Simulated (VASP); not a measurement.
# Ti (I4_1/amd) in VASP: relaxation of cell and atoms with PBEsol

Aim: the relaxation of cell and atoms of Ti with PBEsol.

All numbers are computed with VASP 6.6.1; they aren't measurements. Logs are shortened: lines on timing, memory, paths and dates and some standing lists are left out, and cuts for length are marked.

## (1) The cell of the first run

The structure is tetragonal, space group I4_1/amd (No. 141). Conventional cell: a = 5.140 Å, b = 5.140 Å, c = 2.807 Å, α = 90.00°, β = 90.00°, γ = 90.00°. Ti (site symmetry -4m2) has 10 Ti at 2.66 to 3.32 Å within 3.5 Å.

## (2) Relaxation of cell and atoms, PBEsol

Input file INCAR:

```
  PREC = Accurate
  ENCUT = 600
  EDIFF = 1E-6
  ISMEAR = -1
  SIGMA = 0.1
  LREAL = F
  LASPH = T
  NELM = 80
  ALGO = Normal
  ISIF = 3
  LWAVE = F
  LCHARG = F
  GGA = PS
  IBRION = 2
  NSW = 80
  EDIFFG = -0.01
  ISYM = 0
```

Input file KPOINTS:

```
Automatic mesh
0
Gamma
  13 13 9
```

Input file POSCAR:

```
Ti
1.0
   -2.5702241168      2.5702241168      1.4033423678
    2.5702241168     -2.5702241168      1.4033423678
    2.5702241168      2.5702241168     -1.4033423678
Ti
2
Direct
    0.0000000000      0.0000000000      0.0000000000
    0.7500000000      0.2500000000      0.5000000000
```

Potentials or basis: VASP PAW PBE potentials, release 64 (Ti_sv).

The run is started by

```console
cat potpaw_PBE.64/Ti_sv/POTCAR > POTCAR
mpirun -np 1 vasp_std > vasp.out
```

OUTCAR:

```text
PREC = Accurate
   ENCUT = 600
   EDIFF = 1E-6
   ISMEAR = -1
   LREAL = F
   LASPH = T
   NELM = 80
   ISIF = 3
   GGA = PS
   IBRION = 2
   NSW = 80
   EDIFFG = -0.01
   ISYM = 0

 ion  position               nearest neighbor table
   1  0.000  0.000  0.000-   2 2.66   2 2.66   2 2.66   2 2.66
   2  0.750  0.250  0.500-   1 2.66   1 2.66   1 2.66   1 2.66

IMPORTANT INFORMATION: All symmetrisations will be switched off!
NOSYMM: (Re-)initialisation of all symmetry stuff for point group C_1.

----------------------------------------------------------------------------------------

                                     Primitive cell

  volume of cell :      37.0822

  direct lattice vectors                    reciprocal lattice vectors
    -2.570224117  2.570224117  1.403342368     0.000000000  0.194535565  0.356292243
     2.570224117 -2.570224117  1.403342368     0.194535565  0.000000000  0.356292243
     2.570224117  2.570224117 -1.403342368     0.194535565  0.194535565  0.000000000

  length of vectors
     3.896341081  3.896341081  3.896341081     0.405941188  0.405941188  0.275114834

  position of ions in fractional coordinates (direct lattice)
     0.000000000  0.000000000  0.000000000
     0.750000000  0.250000000  0.500000000

  ion indices of the primitive-cell ions
   primitive index   ion index
                 1           1
                 2           2

----------------------------------------------------------------------------------------

 KPOINTS: Automatic mesh

Automatic generation of k-mesh.
 Grid dimensions read from file:
 generate k-points for:   13   13    9

 Generating k-lattice:

  Cartesian coordinates                     Fractional coordinates (reciprocal lattice)
     0.000000000  0.014964274  0.027407096     0.076923077 -0.000000000  0.000000000
     0.014964274  0.000000000  0.027407096    -0.000000000  0.076923077  0.000000000
     0.021615063  0.021615063  0.000000000     0.000000000  0.000000000  0.111111111

  Length of vectors
     0.031226245  0.031226245  0.030568315

  Shift w.r.t. Gamma in fractional coordinates (k-lattice)
     0.000000000  0.000000000  0.000000000

 -----------------------------------------------------------------------------
|                                                                             |
|           W    W    AA    RRRRR   N    N  II  N    N   GGGG   !!!           |
|           W    W   A  A   R    R  NN   N  II  NN   N  G    G  !!!           |
[... 81 lines left out ...]
   EMIN   =  10.00;   EMAX   =-10.00  energy-range for DOS
   EFERMI =   0.00;   METHOD = LEGACY
   ISMEAR =    -1;   SIGMA  =   0.10  broadening in eV -4-tet -1-fermi 0-gaus
   EFERMI_NEDOS =   21; number of points for ismear=-14 and -15
   IALGO  =     38    algorithm
   IMIX   =      4    mixing-type and parameters
     AMIX     =   0.40;   BMIX     =  1.00
     AMIX_MAG =   1.60;   BMIX_MAG =  1.00
  volume/ion in A,a.u.               =      18.54       125.12
  Fermi-wavevector in a.u.,A,eV,Ry     =   1.416087  2.676017 27.283808  2.005303
  Thomas-Fermi vector in A             =   2.537458
   LORBIT       =      0    0 simple, 1 ext, 2 COOP (PROOUT), +10 PAW based schemes
   GGA     = PS    functional components
   LHFCALC =     F    Hartree Fock is set to
   AEXX    =    0.0000 exact exchange contribution
   IVDW    =     0    specifies the selected vdW correction
   LEPSILON=     F    determine dielectric tensor
   LRPA    =     F    only Hartree local field effects (RPA)
 conjugate gradient relaxation of ions
 non-spin polarized calculation
  energy-cutoff  :      600.00
  volume of cell :       37.08
 maximum number of plane-waves:      1258
   NGX = 15   NGY = 15   NGZ = 15

--------------------------------------- Ionic step        1  -------------------------------------------

 number of electron      24.0000005 magnetization

 Free energy of the ion-electron system (eV)
  ---------------------------------------------------
  ext. energy  EPLUGINS =         0.00000000
  ---------------------------------------------------
  free energy    TOTEN  =       -15.77441104 eV

  energy without entropy =      -15.65863399  energy(sigma->0) =      -15.71652252

------------------------ aborting loop because EDIFF is reached ----------------------------------------

  FORCE on cell =-STRESS in cart. coord.  units (eV):
  Direction    XX          YY          ZZ          XY          YZ          ZX
  --------------------------------------------------------------------------------------
  -------------------------------------------------------------------------------------
  Total       -2.1513300     -2.1513509     -1.6823630      0.0007534     -0.0001880     -0.0002024
  in kB      -92.9505582    -92.9514606    -72.6883252      0.0325535     -0.0081227     -0.0087428
  external PRESSURE =     -86.1967813 kB  Pullay stress =       0.0000000 kB
[... 275 lines left out ...]
--------------------------------------- Ionic step        9  -------------------------------------------

 number of electron      24.0000004 magnetization

 Free energy of the ion-electron system (eV)
  ---------------------------------------------------
  ext. energy  EPLUGINS =         0.00000000
  ---------------------------------------------------
  free energy    TOTEN  =       -15.89143895 eV

  energy without entropy =      -15.78921201  energy(sigma->0) =      -15.84032548

 E-fermi :   8.3532     XC(G=0): -11.7925

 val. band max:        8.3529126093   @ k =   0.3846   0.1538   0.4444
 cond. band min:       8.3624131374   @ k =  -0.3077  -0.0769   0.3333
 fundamental gap:      0.0095005281
 Fermi energy:         8.3531774906

 k-point     1 :       0.0000    0.0000    0.0000
  band No.  band energies     occupation
      1     -47.9187      2.00000
      2     -47.5411      2.00000
      3     -24.5976      2.00000
      4     -24.5972      2.00000
      5     -23.7755      2.00000
      6     -23.7599      2.00000
[... 433 lines left out ...]
      3     -24.5475      2.00000
      4     -24.4757      2.00000
      5     -24.2547      2.00000
      6     -24.2061      2.00000
[... 8 lines left out ...]
     15       9.9099      0.00000
     16      11.3053      0.00000

 [... further k-points ...]

------------------------ aborting loop because EDIFF is reached ----------------------------------------

  FORCE on cell =-STRESS in cart. coord.  units (eV):
  Direction    XX          YY          ZZ          XY          YZ          ZX
  --------------------------------------------------------------------------------------
  -------------------------------------------------------------------------------------
  Total       -0.0003253     -0.0003252      0.0127014      0.0010645     -0.0007308     -0.0007329
  in kB       -0.0156653     -0.0156565      0.6115708      0.0512579     -0.0351894     -0.0352881
  external PRESSURE =       0.1934163 kB  Pullay stress =       0.0000000 kB
[... 17 lines left out ...]
  FREE ENERGIE OF THE ION-ELECTRON SYSTEM (eV)
  ---------------------------------------------------
  free  energy   TOTEN  =       -15.8914389468 eV

  energy  without entropy=      -15.7892120073  energy(sigma->0) =      -15.84032548

 reached required accuracy - stopping structural energy minimisation
```

OSZICAR:

```text
N       E                     dE             d eps       ncg     rms          rms(c)
DAV:   1     0.257564761785E+03    0.25756E+03   -0.14250E+04 24352   0.200E+03
DAV:   2     0.677787342361E+01   -0.25079E+03   -0.24944E+03 24736   0.513E+02
DAV:   3    -0.169855799641E+02   -0.23763E+02   -0.23553E+02 48328   0.135E+02
[... 83 lines left out ...]
DAV:   4    -0.158914084390E+02   -0.27589E-04   -0.11743E-04 34872   0.759E-02    0.124E-02
DAV:   5    -0.158914218973E+02   -0.13458E-04   -0.19657E-05 40456   0.440E-02    0.145E-02
DAV:   6    -0.158914354531E+02   -0.13556E-04   -0.23034E-05 35400   0.413E-02    0.123E-02
DAV:   7    -0.158914384480E+02   -0.29949E-05   -0.54963E-06 28304   0.253E-02    0.241E-03
DAV:   8    -0.158914389468E+02   -0.49878E-06   -0.43218E-07 12304   0.730E-03
   9 F= -.15891439E+02 E0= -.15840325E+02  d E =-.980726E-05
```

It took 1.8 h on 1 thread of Oxide Virtual Turin-like, shared host; peak memory 0.55 GiB.

What came out:

```
Free energy                           : -15.8914 eV
Relaxed volume                        : 16.64 Å³/atom
Relaxed cell                          : a = 3.733 Å, b = 3.733 Å, c = 3.733 Å, α = 97.91°, β = 97.91°, γ = 136.45°
Space group after relaxing (to 0.1 Å) : I4_1/amd (No. 141)
Energy gained by relaxing             : 58.5 meV/atom
Ionic steps                           : 9
Pressure after relaxing               : 0.0 GPa
Band gap on the k mesh                : zero (bands 12 and 13 overlap by 0.75 eV)
```

Step by step:
| step | energy change (eV) | largest force (eV/Å) | pressure (GPa) | volume (Å³) |
| --- | --- | --- | --- | --- |
| 1 | 0.0000 | 0.0004 | -8.62 | 37.08 |
| 2 | -0.0934 | 0.0005 | 4.59 | 31.98 |
| 3 | -0.1113 | 0.0006 | 0.22 | 33.32 |
| 4 | -0.1113 | 0.0006 | 0.03 | 33.39 |
| 5 | -0.1159 | 0.0002 | -0.07 | 33.36 |
| 6 | -0.1170 | 0.0008 | -0.11 | 33.33 |
| 7 | -0.1170 | 0.0008 | -0.12 | 33.33 |
| 8 | -0.1170 | 0.0007 | -0.11 | 33.33 |
| 9 | -0.1170 | 0.0003 | 0.02 | 33.27 |

Final structure:
```
CELL_PARAMETERS angstrom
-2.45106 2.45093 1.38457
2.45093 -2.45106 1.38456
2.45138 2.45138 -1.38479
ATOMIC_POSITIONS crystal
Ti 0.00000 0.00000 0.00000
Ti 0.75000 0.25000 0.50000
```

Caveat: the PAW data sets were made with another functional, which shifts forces and pressure a little.
